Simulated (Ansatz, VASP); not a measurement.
# Two plane-wave programs on Pt

```xyz
1
Lattice="0.0000 1.9599 1.9599 1.9599 0.0000 1.9599 1.9599 1.9599 0.0000" Properties=species:S:1:pos:R:3 pbc="T T T"
Pt    0.0000    0.0000    0.0000
```

Alike in both runs: functional PBEsol; k mesh 24 × 24 × 24; occupations fermi-dirac, width 0.1 eV; no spin polarisation.

Ansatz relaxed the structure, and its values are those at the end. VASP's run is a single point on that final structure, the one shown.

```csv
,VASP,Ansatz
version,VASP 6.6.1,Ansatz 0.2.0
potentials or method,"VASP PAW PBE potentials, release 64 (Pt)","PAW with Ansatz's default frozen-core files, scalar-relativistic"
plane-wave cutoff (eV),520,420
valence electrons in the cell,10,18
```

Ansatz gave:

* pressure (GPa): 0.0

Q: Which values does VASP return?

A: Pressure (GPa): -0.4.

VASP's potentials were made for PBE, not for PBEsol. With one functional, cell and mesh, what is left measures potentials, basis and numerics. VASP's potentials hold 10 valence electrons a cell and Ansatz's 18, so a difference there can come from the potentials and not from the codes.

Spin-orbit coupling is off throughout.
